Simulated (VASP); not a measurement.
# PbS (Fm-3m) in VASP: single point with HSE06

Aim: the single point of PbS with HSE06.

Program: VASP 6.6.1. These are calculated values, not measurements. Logs are shortened: lines on timing, memory, paths and dates and some standing lists are left out, and cuts for length are marked.

## 1. The cell of the first run

Symmetry: Fm-3m, No. 225, cubic system. The conventional cell has a = 5.974 Å, b = 5.974 Å, c = 5.974 Å, α = 90.00°, β = 90.00°, γ = 90.00°. Pb (site symmetry m-3m) has 6 S at 2.99 Å within 3.9 Å. S (site symmetry m-3m) has 6 Pb at 2.99 Å within 3.9 Å.

## 2. Single point, HSE06

The input, POSCAR:

```
PbS
1.0
    0.0000000000      2.9872326629      2.9872326629
    2.9872326629      0.0000000000      2.9872326629
    2.9872326629      2.9872326629      0.0000000000
Pb S
1 1
Direct
    0.0000000000      0.0000000000      0.0000000000
    0.5000000000      0.5000000000      0.5000000000
```

The input, INCAR.step1:

```
SYSTEM = PbS
  ALGO = Normal
  EDIFF = 1E-5
  ENCUT = 520
  GGA = PE
  ISIF = 2
  ISMEAR = 0
  LASPH = .True.
  LCHARG = .False.
  LREAL = .False.
  LWAVE = .True.
  NBANDS = 17
  NELM = 60
  PREC = Accurate
  SIGMA = 0.01
```

The input, INCAR.step2:

```
SYSTEM = PbS
  ALGO = Normal
  EDIFF = 1E-6
  ENCUT = 520
  GGA = PE
  HFSCREEN = 0.2079
  ISIF = 2
  ISMEAR = 0
  ISTART = 1
  LASPH = .True.
  LCHARG = .False.
  LHFCALC = .True.
  LREAL = .False.
  LWAVE = .False.
  NBANDS = 17
  NELM = 60
  PREC = Accurate
  PRECFOCK = Normal
  SIGMA = 0.01
```

The input, KPOINTS:

```
k-points
0
Gamma
  6 6 6
  0 0 0
```

Potentials or basis: VASP PAW PBE potentials, release 64 (Pb_d, S).

On the command line:

```console
> cat potpaw_PBE.64/Pb_d/POTCAR potpaw_PBE.64/S/POTCAR > POTCAR
> cp INCAR.step1 INCAR
> mpirun -np 1 vasp_std > vasp.out
> cp INCAR.step2 INCAR
> mpirun -np 1 vasp_std > vasp.out
```

OUTCAR:

```text
SYSTEM = PbS
   EDIFF = 1E-6
   ENCUT = 520
   GGA = PE
   HFSCREEN = 0.2079
   ISIF = 2
   ISMEAR = 0
   ISTART = 1
   LASPH = .True.
   LHFCALC = .True.
   LREAL = .False.
   NELM = 60
   PREC = Accurate
   PRECFOCK = Normal

 ion  position               nearest neighbor table
   1  0.000  0.000  0.000-   2 2.99   2 2.99   2 2.99   2 2.99   2 2.99   2 2.99
   2  0.500  0.500  0.500-   1 2.99   1 2.99   1 2.99   1 2.99   1 2.99   1 2.99

  LATTYP: Found a face centered cubic cell.
 ALAT       =     5.9744653258

  Lattice vectors:

 A1 = (   0.0000000000,   2.9872326629,   2.9872326629)
 A2 = (   2.9872326629,   0.0000000000,   2.9872326629)
 A3 = (   2.9872326629,   2.9872326629,   0.0000000000)

Analysis of symmetry for initial positions (statically):
=====================================================================
 Subroutine PRICEL returns:
 Original cell was already a primitive cell.

 Routine SETGRP: Setting up the symmetry group for a
 face centered cubic supercell.

 Subroutine GETGRP returns: Found 48 space group operations
 (whereof 48 operations were pure point group operations)
 out of a pool of 48 trial point group operations.

The static configuration has the point symmetry O_h .

Analysis of symmetry for dynamics (positions and initial velocities):
=====================================================================
 Subroutine PRICEL returns:
 Original cell was already a primitive cell.

 Routine SETGRP: Setting up the symmetry group for a
 face centered cubic supercell.

 Subroutine GETGRP returns: Found 48 space group operations
 (whereof 48 operations were pure point group operations)
 out of a pool of 48 trial point group operations.

The dynamic configuration has the point symmetry O_h .

 Subroutine INISYM returns: Found 48 space group operations
 (whereof 48 operations are pure point group operations),
 and found     1 'primitive' translations

----------------------------------------------------------------------------------------

                                     Primitive cell

  volume of cell :      53.3135

  direct lattice vectors                    reciprocal lattice vectors
     0.000000000  2.987232663  2.987232663    -0.167378995  0.167378995  0.167378995
     2.987232663  0.000000000  2.987232663     0.167378995 -0.167378995  0.167378995
     2.987232663  2.987232663  0.000000000     0.167378995  0.167378995 -0.167378995

  length of vectors
     4.224584946  4.224584946  4.224584946     0.289908923  0.289908923  0.289908923

  position of ions in fractional coordinates (direct lattice)
     0.000000000  0.000000000  0.000000000
     0.500000000  0.500000000  0.500000000

  ion indices of the primitive-cell ions
   primitive index   ion index
                 1           1
                 2           2

----------------------------------------------------------------------------------------

 KPOINTS: k-points

Automatic generation of k-mesh.
 Grid dimensions read from file:
 generate k-points for:    6    6    6

 Generating k-lattice:

  Cartesian coordinates                     Fractional coordinates (reciprocal lattice)
    -0.027896499  0.027896499  0.027896499     0.166666667  0.000000000  0.000000000
     0.027896499 -0.027896499  0.027896499     0.000000000  0.166666667  0.000000000
     0.027896499  0.027896499 -0.027896499     0.000000000  0.000000000  0.166666667

  Length of vectors
     0.048318154  0.048318154  0.048318154

  Shift w.r.t. Gamma in fractional coordinates (k-lattice)
     0.000000000  0.000000000  0.000000000

 Subroutine IBZKPT returns following result:
 ===========================================

 Found     16 irreducible k-points:

 Following reciprocal coordinates:
            Coordinates               Weight
  0.000000  0.000000  0.000000      1.000000
  0.166667  0.000000  0.000000      8.000000
  0.333333  0.000000  0.000000      8.000000
  0.500000  0.000000  0.000000      4.000000
  0.166667  0.166667  0.000000      6.000000
  0.333333  0.166667  0.000000     24.000000
[... 8 lines left out ...]
 -0.333333  0.333333  0.166667     24.000000
 -0.333333  0.500000  0.166667     12.000000
   k-points           NKPTS =     16   k-points in BZ     NKDIM =    216   number of bands    NBANDS=     17
   number of dos      NEDOS =    301   number of ions     NIONS =      2
   total plane-waves  NPLWV =  32768
   dimension x,y,z NGX =    32 NGY =   32 NGZ =   32
   dimension x,y,z NGXF=    64 NGYF=   64 NGZF=   64
   ions per type =               1   1
   NGX,Y,Z   is equivalent  to a cutoff of  12.59, 12.59, 12.59 a.u.
   NGXF,Y,Z  is equivalent  to a cutoff of  25.19, 25.19, 25.19 a.u.
 SYSTEM =  PbS
   PREC   = accura    normal or accurate (medium, high low for compatibility)
   ISTART =      1    job   : 0-new  1-cont  2-samecut
   ICHARG =      0    charge: 1-file 2-atom 10-const
   ISPIN  =      1    spin polarized calculation?
   LNONCOLLINEAR =      F non collinear calculations
   LSORBIT =      F    spin-orbit coupling
   LASPH  =      T    aspherical Exc in radial PAW
   ENCUT  =  520.0 eV  38.22 Ry    6.18 a.u.   7.85  7.85  7.85*2*pi/ulx,y,z
   NELM   =     60;   NELMIN=  2; NELMDL=  0     # of ELM steps
   EDIFF  = 0.1E-05   stopping-criterion for ELM
   LREAL  =      F    real-space projection
   EDIFFG = 0.1E-04   stopping-criterion for IOM
   NSW    =      0    number of steps for IOM
   IBRION =     -1    ionic relax: 0-MD 1-quasi-New 2-CG
   NFREE  =      0    steps in history (QN), initial steepest desc. (CG)
   ISIF   =      2    stress and relaxation
   ISYM   =      3    0-nonsym 1-usesym 2-fastsym
   POTIM  = 0.5000    time-step for ionic-motion
   TEBEG  =    0.0;   TEEND  =   0.0 temperature during run
   PSTRESS=    0.0 pullay stress
   NELECT =      20.0000    total number of electrons
   NUPDOWN=      -1.0000    fix difference up-down
   EMIN   =  10.00;   EMAX   =-10.00  energy-range for DOS
   EFERMI =   0.00;   METHOD = LEGACY
   ISMEAR =     0;   SIGMA  =   0.01  broadening in eV -4-tet -1-fermi 0-gaus
   EFERMI_NEDOS =   21; number of points for ismear=-14 and -15
   IALGO  =     38    algorithm
   IMIX   =      1    mixing-type and parameters
     AMIX     =   0.40;   BMIX     =  1.00
     AMIX_MAG =   1.60;   BMIX_MAG =  1.00
  volume/ion in A,a.u.               =      26.66       179.89
  Fermi-wavevector in a.u.,A,eV,Ry     =   1.180699  2.231197 18.967196  1.394050
  Thomas-Fermi vector in A             =   2.316986
   LORBIT       =      0    0 simple, 1 ext, 2 COOP (PROOUT), +10 PAW based schemes
   GGA     = PE    functional components
   LHFCALC =     T    Hartree Fock is set to
   PRECFOCK=normal    Normal, Fast or Accurate (Low or Medium for compatibility)
   ENCUT4O =  -1.0   cutoff for four orbital integrals eV
   NKREDX  =     1    reduce k-point grid by
   NKREDY  =     1    reduce k-point grid by
   NKREDZ  =     1    reduce k-point grid by
   AEXX    =    0.2500 exact exchange contribution
   HFSCREEN=    0.2079 screening length (either q_TF or 0.3 A-1)
   HFSCREENC=   0.2079 screening length for correlation (either q_TF or 0.3 A-1)
   ENCUTFOCK=  -1.0 apply spherical cutoff to Coloumb kernel
   IVDW    =     0    specifies the selected vdW correction
   LEPSILON=     F    determine dielectric tensor
   LRPA    =     F    only Hartree local field effects (RPA)
 non-spin polarized calculation
 Gauss-broadening in eV      SIGMA  =   0.01
  energy-cutoff  :      520.00
  volume of cell :       53.31
 maximum number of plane-waves:      1459
  NGX = 24; NGY = 24; NGZ = 24

 number of electron      20.0000001 magnetization

 Free energy of the ion-electron system (eV)
  ---------------------------------------------------
  ext. energy  EPLUGINS =         0.00000000
  ---------------------------------------------------
  free energy    TOTEN  =       -10.40767311 eV

  energy without entropy =      -10.40767311  energy(sigma->0) =      -10.40767311

 E-fermi :   5.3213     XC(G=0):  -7.9649

 val. band max:        5.2301559727   @ k =   0.5000   0.0000   0.0000
 cond. band min:       6.1127744775   @ k =   0.5000   0.0000   0.0000
 fundamental gap:      0.8826185048
 Fermi energy:         5.3213114917

 k-point     1 :       0.0000    0.0000    0.0000
  band No.  band energies     occupation
      1     -13.3026      2.00000
      2     -13.3026      2.00000
      3     -13.3026      2.00000
      4     -13.2974      2.00000
      5     -13.2974      2.00000
      6      -9.6865      2.00000
[... 9 lines left out ...]
     16      12.7316      0.00000
     17      14.6571      0.00000

 k-point     2 :       0.1667    0.0000    0.0000
  band No.  band energies     occupation
      1     -13.3067      2.00000
      2     -13.3067      2.00000
      3     -13.3017      2.00000
      4     -13.2911      2.00000
      5     -13.2911      2.00000
      6      -9.4444      2.00000
[... 9 lines left out ...]
     16      13.3718      0.00000
     17      16.5477      0.00000

 k-point     3 :       0.3333    0.0000    0.0000
  band No.  band energies     occupation
      1     -13.3227      2.00000
      2     -13.3227      2.00000
      3     -13.3005      2.00000
      4     -13.2707      2.00000
      5     -13.2707      2.00000
      6      -8.8394      2.00000
[... 9 lines left out ...]
     16      14.8650      0.00000
     17      18.4033      0.00000

 k-point     4 :       0.5000    0.0000    0.0000
  band No.  band energies     occupation
      1     -13.3307      2.00000
      2     -13.3307      2.00000
      3     -13.3002      2.00000
      4     -13.2603      2.00000
      5     -13.2603      2.00000
      6      -8.4272      2.00000
[... 9 lines left out ...]
     16      16.3802      0.00000
     17      16.7078      0.00000
[... 183 lines left out ...]
      1     -13.3773      2.00000
      2     -13.3035      2.00000
      3     -13.3027      2.00000
      4     -13.2675      2.00000
      5     -13.2622      2.00000
      6      -8.3666      2.00000
[... 9 lines left out ...]
     16      16.8156      0.00000
     17      17.1153      0.00000

 k-point    15 :      -0.3333    0.3333    0.1667
  band No.  band energies     occupation
      1     -13.3876      2.00000
      2     -13.3074      2.00000
      3     -13.2869      2.00000
      4     -13.2826      2.00000
      5     -13.2539      2.00000
      6      -8.0732      2.00000
[... 9 lines left out ...]
     16      17.6781      0.00000
     17      17.9703      0.00000

 k-point    16 :      -0.3333    0.5000    0.1667
  band No.  band energies     occupation
      1     -13.4206      2.00000
      2     -13.3070      2.00000
      3     -13.2913      2.00000
      4     -13.2677      2.00000
      5     -13.2471      2.00000
      6      -7.9538      2.00000
[... 9 lines left out ...]
     16      18.0634      0.00000
     17      18.6221      0.00000

------------------------ aborting loop because EDIFF is reached ----------------------------------------

  FORCE on cell =-STRESS in cart. coord.  units (eV):
  Direction    XX          YY          ZZ          XY          YZ          ZX
  --------------------------------------------------------------------------------------
  -------------------------------------------------------------------------------------
  Total       -0.0967089     -0.0967089     -0.0967089     -0.0000000     -0.0000000      0.0000000
  in kB       -2.9062974     -2.9062974     -2.9062974     -0.0000000     -0.0000000      0.0000000
  external PRESSURE =      -2.9062974 kB  Pullay stress =       0.0000000 kB

 VOLUME and BASIS-vectors are now :
 -----------------------------------------------------------------------------
  energy-cutoff  :      520.00
  volume of cell :       53.31
      direct lattice vectors                 reciprocal lattice vectors
     0.000000000  2.987232663  2.987232663    -0.167378995  0.167378995  0.167378995
     2.987232663  0.000000000  2.987232663     0.167378995 -0.167378995  0.167378995
     2.987232663  2.987232663  0.000000000     0.167378995  0.167378995 -0.167378995

 POSITION                                       TOTAL-FORCE (eV/Angst)
 -----------------------------------------------------------------------------------
      0.00000      0.00000      0.00000        -0.000000      0.000000     -0.000000
      2.98723      2.98723      2.98723         0.000000     -0.000000      0.000000
 -----------------------------------------------------------------------------------
    total drift:                                0.000001      0.000002      0.000002

  FREE ENERGIE OF THE ION-ELECTRON SYSTEM (eV)
  ---------------------------------------------------
  free  energy   TOTEN  =       -10.4076731055 eV

  energy  without entropy=      -10.4076731055  energy(sigma->0) =      -10.40767311
```

Wall time 48 min (1 thread of Intel Xeon Platinum 8488C (Sapphire Rapids), shared host); peak memory 0.31 GiB.

Results:

- Free energy: -10.4077 eV
- Pressure: -0.3 GPa
- Band gap on the k mesh: 0.88 eV

Levels at points of the mesh, in eV from the valence-band top:
```
           k point  band 8  band 9  band 10  band 11  band 12  band 13
(0.00, 0.00, 0.00)   -2.41   -2.41    -2.41     6.00     6.00     6.00
(0.50, 0.00, 0.00)   -2.02   -2.02     0.00     0.88     2.55     2.55
(0.50, 0.50, 0.00)   -5.63   -3.76    -3.76     4.49     6.42     6.51
```

Caveat: the PAW data sets were made with another functional, which shifts forces and pressure a little; spin-orbit coupling is left out, which moves the levels of the heavy elements. A k mesh can miss the band edges.
